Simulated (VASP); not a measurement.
# NbP (F-43m) in VASP: notebook

NbP is run at these levels: PBEsol; tasks: single point.

Program: VASP 6.6.1. These are calculated values, not measurements. Logs are shortened: lines on timing, memory, paths and dates and some standing lists are left out, and cuts for length are marked.

## Step 1: The cell of the first run

The structure is cubic, space group F-43m (No. 216). The conventional cell has a = 5.527 Å, b = 5.527 Å, c = 5.527 Å, α = 90.00°, β = 90.00°, γ = 90.00°. Nb (site symmetry -43m) has 4 P at 2.39 Å within 3.2 Å. P (site symmetry -43m) has 4 Nb at 2.39 Å within 3.2 Å.

## Step 2: Single point, PBEsol

Input file INCAR:

```
  PREC = Accurate
  ENCUT = 520
  EDIFF = 1E-6
  ISMEAR = 0
  SIGMA = 0.05
  LREAL = False
  LASPH = True
  NELM = 100
  ALGO = Normal
  ISIF = 2
  LWAVE = False
  LCHARG = False
  GGA = PS
  NBANDS = 16
```

Input file KPOINTS:

```
Automatic mesh
0
Gamma
  10 10 10
```

Input file POSCAR:

```
NbP
1.0
    0.0000000000      2.7634058242      2.7634058242
    2.7634058242      0.0000000000      2.7634058242
    2.7634058242      2.7634058242      0.0000000000
Nb P
1 1
Direct
    0.0000000000      0.0000000000      0.0000000000
    0.2500000000      0.2500000000      0.2500000000
```

Potentials or basis: VASP PAW PBE potentials, release 64 (Nb_sv, P).

Launch:

```
cat potpaw_PBE.64/Nb_sv/POTCAR potpaw_PBE.64/P/POTCAR > POTCAR
mpirun -np 1 vasp_std > vasp.out
```

OUTCAR:

```text
PREC = Accurate
   ENCUT = 520
   EDIFF = 1E-6
   ISMEAR = 0
   LREAL = False
   LASPH = True
   NELM = 100
   ISIF = 2
   GGA = PS

 ion  position               nearest neighbor table
   1  0.000  0.000  0.000-   2 2.39   2 2.39   2 2.39   2 2.39
   2  0.250  0.250  0.250-   1 2.39   1 2.39   1 2.39   1 2.39

  LATTYP: Found a face centered cubic cell.
 ALAT       =     5.5268116484

  Lattice vectors:

 A1 = (   0.0000000000,   2.7634058242,   2.7634058242)
 A2 = (   2.7634058242,   0.0000000000,   2.7634058242)
 A3 = (   2.7634058242,   2.7634058242,   0.0000000000)

Analysis of symmetry for initial positions (statically):
=====================================================================
 Subroutine PRICEL returns:
 Original cell was already a primitive cell.

 Routine SETGRP: Setting up the symmetry group for a
 face centered cubic supercell.

 Subroutine GETGRP returns: Found 24 space group operations
 (whereof 24 operations were pure point group operations)
 out of a pool of 48 trial point group operations.

The static configuration has the point symmetry T_d .

Analysis of symmetry for dynamics (positions and initial velocities):
=====================================================================
 Subroutine PRICEL returns:
 Original cell was already a primitive cell.

 Routine SETGRP: Setting up the symmetry group for a
 face centered cubic supercell.

 Subroutine GETGRP returns: Found 24 space group operations
 (whereof 24 operations were pure point group operations)
 out of a pool of 48 trial point group operations.

The dynamic configuration has the point symmetry T_d .

 Subroutine INISYM returns: Found 24 space group operations
 (whereof 24 operations are pure point group operations),
 and found     1 'primitive' translations

----------------------------------------------------------------------------------------

                                     Primitive cell

  volume of cell :      42.2050

  direct lattice vectors                    reciprocal lattice vectors
     0.000000000  2.763405824  2.763405824    -0.180936146  0.180936146  0.180936146
     2.763405824  0.000000000  2.763405824     0.180936146 -0.180936146  0.180936146
     2.763405824  2.763405824  0.000000000     0.180936146  0.180936146 -0.180936146

  length of vectors
     3.908045995  3.908045995  3.908045995     0.313390598  0.313390598  0.313390598

  position of ions in fractional coordinates (direct lattice)
     0.000000000  0.000000000  0.000000000
     0.250000000  0.250000000  0.250000000

  ion indices of the primitive-cell ions
   primitive index   ion index
                 1           1
                 2           2

----------------------------------------------------------------------------------------

 KPOINTS: Automatic mesh

Automatic generation of k-mesh.
 Grid dimensions read from file:
 generate k-points for:   10   10   10

 Generating k-lattice:

  Cartesian coordinates                     Fractional coordinates (reciprocal lattice)
    -0.018093615  0.018093615  0.018093615     0.100000000  0.000000000  0.000000000
     0.018093615 -0.018093615  0.018093615     0.000000000  0.100000000  0.000000000
     0.018093615  0.018093615 -0.018093615     0.000000000  0.000000000  0.100000000

  Length of vectors
     0.031339060  0.031339060  0.031339060

  Shift w.r.t. Gamma in fractional coordinates (k-lattice)
     0.000000000  0.000000000  0.000000000

 Subroutine IBZKPT returns following result:
 ===========================================

 Found     47 irreducible k-points:

 Following reciprocal coordinates:
            Coordinates               Weight
  0.000000  0.000000  0.000000      1.000000
  0.100000  0.000000  0.000000      8.000000
  0.200000  0.000000  0.000000      8.000000
  0.300000  0.000000  0.000000      8.000000
  0.400000  0.000000  0.000000      8.000000
  0.500000  0.000000  0.000000      4.000000
[... 16 lines left out ...]
  0.300000  0.300000  0.000000      6.000000
  0.400000  0.300000  0.000000     24.000000
 [... further k-points ...]
   k-points           NKPTS =     47   k-points in BZ     NKDIM =     47   number of bands    NBANDS=     16
   number of dos      NEDOS =    301   number of ions     NIONS =      2
   total plane-waves  NPLWV =  27000
   dimension x,y,z NGX =    30 NGY =   30 NGZ =   30
   dimension x,y,z NGXF=    60 NGYF=   60 NGZF=   60
   ions per type =               1   1
   NGX,Y,Z   is equivalent  to a cutoff of  12.76, 12.76, 12.76 a.u.
   NGXF,Y,Z  is equivalent  to a cutoff of  25.52, 25.52, 25.52 a.u.
 SYSTEM =  unknown system
   PREC   = accura    normal or accurate (medium, high low for compatibility)
   ISTART =      0    job   : 0-new  1-cont  2-samecut
   ICHARG =      2    charge: 1-file 2-atom 10-const
   ISPIN  =      1    spin polarized calculation?
   LNONCOLLINEAR =      F non collinear calculations
   LSORBIT =      F    spin-orbit coupling
   LASPH  =      T    aspherical Exc in radial PAW
   ENCUT  =  520.0 eV  38.22 Ry    6.18 a.u.   7.27  7.27  7.27*2*pi/ulx,y,z
   NELM   =    100;   NELMIN=  2; NELMDL= -5     # of ELM steps
   EDIFF  = 0.1E-05   stopping-criterion for ELM
   LREAL  =      F    real-space projection
   EDIFFG = 0.1E-04   stopping-criterion for IOM
   NSW    =      0    number of steps for IOM
   IBRION =     -1    ionic relax: 0-MD 1-quasi-New 2-CG
   NFREE  =      0    steps in history (QN), initial steepest desc. (CG)
   ISIF   =      2    stress and relaxation
   ISYM   =      2    0-nonsym 1-usesym 2-fastsym
   POTIM  = 0.5000    time-step for ionic-motion
   TEBEG  =    0.0;   TEEND  =   0.0 temperature during run
   PSTRESS=    0.0 pullay stress
   NELECT =      18.0000    total number of electrons
   NUPDOWN=      -1.0000    fix difference up-down
   EMIN   =  10.00;   EMAX   =-10.00  energy-range for DOS
   EFERMI =   0.00;   METHOD = LEGACY
   ISMEAR =     0;   SIGMA  =   0.05  broadening in eV -4-tet -1-fermi 0-gaus
   EFERMI_NEDOS =   21; number of points for ismear=-14 and -15
   IALGO  =     38    algorithm
   IMIX   =      4    mixing-type and parameters
     AMIX     =   0.40;   BMIX     =  1.00
     AMIX_MAG =   1.60;   BMIX_MAG =  1.00
  volume/ion in A,a.u.               =      21.10       142.41
  Fermi-wavevector in a.u.,A,eV,Ry     =   1.232285  2.328680 20.660789  1.518525
  Thomas-Fermi vector in A             =   2.367061
   LORBIT       =      0    0 simple, 1 ext, 2 COOP (PROOUT), +10 PAW based schemes
   GGA     = PS    functional components
   LHFCALC =     F    Hartree Fock is set to
   AEXX    =    0.0000 exact exchange contribution
   IVDW    =     0    specifies the selected vdW correction
   LEPSILON=     F    determine dielectric tensor
   LRPA    =     F    only Hartree local field effects (RPA)
 non-spin polarized calculation
 Gauss-broadening in eV      SIGMA  =   0.05
  energy-cutoff  :      520.00
  volume of cell :       42.21
 maximum number of plane-waves:      1158
 NGX is ok and might be reduce to    30
   NGX = 15   NGY = 15   NGZ = 15

 number of electron      18.0000001 magnetization

 Free energy of the ion-electron system (eV)
  ---------------------------------------------------
  ext. energy  EPLUGINS =         0.00000000
  ---------------------------------------------------
  free energy    TOTEN  =       -16.75433221 eV

  energy without entropy =      -16.75115862  energy(sigma->0) =      -16.75274542

 E-fermi :   7.1864     XC(G=0): -10.5411

 val. band max:        7.1862643714   @ k =  -0.3000   0.5000   0.2000
 cond. band min:       7.1864190653   @ k =   0.0000   0.0000   0.0000
 fundamental gap:      0.0001546940
 Fermi energy:         7.1863912777

 k-point     1 :       0.0000    0.0000    0.0000
  band No.  band energies     occupation
      1     -47.9570      2.00000
      2     -24.0639      2.00000
      3     -24.0639      2.00000
      4     -24.0639      2.00000
      5      -4.3023      2.00000
      6       3.3819      2.00000
[... 8 lines left out ...]
     15      15.8473      0.00000
     16      15.8473      0.00000

 k-point     2 :       0.1000    0.0000    0.0000
  band No.  band energies     occupation
      1     -47.9564      2.00000
      2     -24.0746      2.00000
      3     -24.0654      2.00000
      4     -24.0654      2.00000
      5      -4.2017      2.00000
      6       3.2542      2.00000
[... 8 lines left out ...]
     15      15.2789      0.00000
     16      15.7867      0.00000

 k-point     3 :       0.2000    0.0000    0.0000
  band No.  band energies     occupation
      1     -47.9548      2.00000
      2     -24.1024      2.00000
      3     -24.0694      2.00000
      4     -24.0694      2.00000
      5      -3.9319      2.00000
      6       2.9965      2.00000
[... 8 lines left out ...]
     15      14.3631      0.00000
     16      15.8949      0.00000

 k-point     4 :       0.3000    0.0000    0.0000
  band No.  band energies     occupation
      1     -47.9527      2.00000
      2     -24.1366      2.00000
      3     -24.0744      2.00000
      4     -24.0744      2.00000
      5      -3.5865      2.00000
      6       2.8170      2.00000
[... 8 lines left out ...]
     15      14.5218      0.00000
     16      16.4164      0.00000
[... 324 lines left out ...]
 k-point    22 :      -0.2000    0.2000    0.0000
  band No.  band energies     occupation
      1     -47.9520      2.00000
      2     -24.1326      2.00000
      3     -24.0939      2.00000
      4     -24.0742      2.00000
      5      -3.4650      2.00000
      6       2.8552      2.00000
[... 8 lines left out ...]
     15      14.2311      0.00000
     16      16.0901      0.00000

 k-point    23 :       0.3000    0.3000    0.0000
  band No.  band energies     occupation
      1     -47.9513      2.00000
      2     -24.1365      2.00000
      3     -24.0898      2.00000
      4     -24.0898      2.00000
      5      -3.3407      2.00000
      6       2.3676      2.00000
[... 8 lines left out ...]
     15      15.1531      0.00000
     16      17.4535      0.00000

 k-point    24 :       0.4000    0.3000    0.0000
  band No.  band energies     occupation
      1     -47.9500      2.00000
      2     -24.1520      2.00000
      3     -24.0976      2.00000
      4     -24.0944      2.00000
      5      -3.1103      2.00000
      6       2.3174      2.00000
[... 8 lines left out ...]
     15      15.4397      0.00000
     16      17.5616      0.00000

 [... further k-points ...]

------------------------ aborting loop because EDIFF is reached ----------------------------------------

  FORCE on cell =-STRESS in cart. coord.  units (eV):
  Direction    XX          YY          ZZ          XY          YZ          ZX
  --------------------------------------------------------------------------------------
  -------------------------------------------------------------------------------------
  Total       -0.0239443     -0.0239443     -0.0239443      0.0000000      0.0000000      0.0000000
  in kB       -0.9089699     -0.9089699     -0.9089699      0.0000000      0.0000000      0.0000000
  external PRESSURE =      -0.9089699 kB  Pullay stress =       0.0000000 kB

 VOLUME and BASIS-vectors are now :
 -----------------------------------------------------------------------------
  energy-cutoff  :      520.00
  volume of cell :       42.21
      direct lattice vectors                 reciprocal lattice vectors
     0.000000000  2.763405824  2.763405824    -0.180936146  0.180936146  0.180936146
     2.763405824  0.000000000  2.763405824     0.180936146 -0.180936146  0.180936146
     2.763405824  2.763405824  0.000000000     0.180936146  0.180936146 -0.180936146

 POSITION                                       TOTAL-FORCE (eV/Angst)
 -----------------------------------------------------------------------------------
      0.00000      0.00000      0.00000         0.000000      0.000000      0.000000
      1.38170      1.38170      1.38170        -0.000000     -0.000000     -0.000000
 -----------------------------------------------------------------------------------
    total drift:                                0.000000      0.000000      0.000000

  FREE ENERGIE OF THE ION-ELECTRON SYSTEM (eV)
  ---------------------------------------------------
  free  energy   TOTEN  =       -16.7543322123 eV

  energy  without entropy=      -16.7511586187  energy(sigma->0) =      -16.75274542
```

Run time: 30 s. Hardware: 1 thread of Intel Xeon 6975P-C (Granite Rapids), shared host; peak memory 0.18 GiB.

What came out:

```
Free energy            : -16.7543 eV
Pressure               : -0.1 GPa
Band gap on the k mesh : zero (band 9 reaches 7.71 eV, above the bottom of band 10 at 7.05 eV)
```

Caveat: the PAW data sets were made with another functional, which shifts forces and pressure a little.

## Step 3: Single point, PBEsol

Input file INCAR:

```
PREC     = Accurate       # precision mode
ENCUT    = 520            # plane-wave cutoff, eV
EDIFF    = 1E-7           # SCF threshold, eV
ISMEAR   = -4             # smearing method
SIGMA    = 0.1            # smearing width, eV
LREAL    = False          # projectors in reciprocal space
LASPH    = True           # aspherical terms in the spheres
NELM     = 100            # most SCF steps
ALGO     = Normal         # electronic algorithm
ISIF     = 2              # what is computed and relaxed
LWAVE    = False          # write WAVECAR
LCHARG   = True           # write CHGCAR
GGA      = PS             # functional
LELF     = True           # ELF
LVHAR    = True         
NBANDS   = 16             # bands
```

KPOINTS is that of step 2.

POSCAR is that of step 2.

Potentials or basis: VASP PAW PBE potentials, release 64 (Nb_sv, P).

Launch:

```
cat potpaw_PBE.64/Nb_sv/POTCAR potpaw_PBE.64/P/POTCAR > POTCAR
mpirun -np 1 vasp_std > vasp.out
```

Wall time 29 s (1 thread of Intel Xeon 6975P-C (Granite Rapids), shared host); peak memory 0.18 GiB.

It converged, with:

- Free energy: -16.7348 eV
- Pressure: 0.0 GPa
- Band gap on the k mesh: zero (band 9 reaches 7.71 eV, above the bottom of band 10 at 7.05 eV)

Levels at points of the mesh, in eV from the Fermi level:
| k point | band 6 | band 7 | band 8 | band 9 | band 10 | band 11 | band 12 | band 13 |
| --- | --- | --- | --- | --- | --- | --- | --- | --- |
| (0.00, 0.00, 0.00) | -3.84 | -3.84 | -3.84 | -0.04 | -0.04 | 2.89 | 5.78 | 5.78 |
| (0.50, 0.00, 0.00) | -4.39 | -3.39 | -3.39 | 0.49 | 0.49 | 0.79 | 3.50 | 3.50 |
| (0.50, 0.50, 0.00) | -5.14 | -2.21 | -2.21 | -1.26 | 0.99 | 1.13 | 1.61 | 1.61 |

Caveat: the PAW data sets were made with another functional, which shifts forces and pressure a little.

## Step 4: Single point, PBEsol (volume scaled by 1.020)

Input file INCAR:

```
PREC     = Accurate       # precision mode
ENCUT    = 520            # plane-wave cutoff, eV
EDIFF    = 1E-6           # SCF threshold, eV
ISMEAR   = 0              # smearing method
SIGMA    = 0.05           # smearing width, eV
LREAL    = F              # projectors in reciprocal space
LASPH    = T              # aspherical terms in the spheres
NELM     = 60             # most SCF steps
ALGO     = Normal         # electronic algorithm
ISIF     = 2              # what is computed and relaxed
LWAVE    = F              # write WAVECAR
LCHARG   = F              # write CHGCAR
GGA      = PS             # functional
NBANDS   = 16             # bands
```

Input file KPOINTS:

```
regular mesh
0
Gamma
  10 10 10
```

Input file POSCAR:

```
NbP
1.0
    0.0000000000      2.7817070584      2.7817070584
    2.7817070584      0.0000000000      2.7817070584
    2.7817070584      2.7817070584      0.0000000000
Nb P
1 1
Direct
    0.0000000000      0.0000000000      0.0000000000
    0.2500000000      0.2500000000      0.2500000000
```

Launch:

```
cat potpaw_PBE.64/Nb_sv/POTCAR potpaw_PBE.64/P/POTCAR > POTCAR
mpirun -np 1 vasp_std > vasp.out
```

Run time: 28 s. Hardware: 1 thread of Intel Xeon 6975P-C (Granite Rapids), shared host; peak memory 0.18 GiB.

It converged, with:

```
Free energy            : -16.7482 eV
Pressure               : -2.3 GPa
Band gap on the k mesh : zero (band 9 reaches 7.49 eV, above the bottom of band 10 at 6.85 eV)
```

Levels at points of the mesh, in eV from the Fermi level:
| k point | band 7 | band 8 | band 9 | band 10 | band 11 | band 12 |
| --- | --- | --- | --- | --- | --- | --- |
| (0.00, 0.00, 0.00) | -3.75 | -3.75 | 0.01 | 0.01 | 2.85 | 5.72 |
| (0.50, 0.00, 0.00) | -3.30 | -3.30 | 0.51 | 0.51 | 0.80 | 3.47 |
| (0.50, 0.50, 0.00) | -2.17 | -2.17 | -1.18 | 0.98 | 1.13 | 1.62 |

Caveat: the PAW data sets were made with another functional, which shifts forces and pressure a little.

## Step 5: Overview

```csv
cell,smearing,gap on the mesh (eV),pressure (GPa)
"a = 3.908 Å, angles 60.0°, 2 atoms",gaussian 0.05 eV,none,-0.1
"a = 3.908 Å, angles 60.0°, 2 atoms",tetrahedron,none,0.0
"a = 3.934 Å, angles 60.0°, 2 atoms",gaussian 0.05 eV,none,-2.3
```

Alike in all rows: task single point; level PBEsol; potentials or basis VASP PAW PBE potentials, release 64 (Nb_sv, P); no spin polarisation; k mesh 10 × 10 × 10; cutoff (eV) 520.

Caveats: the PAW data sets were made with another functional, which shifts forces and pressure a little.

Absolute energies hang on the potentials; compare differences alone.
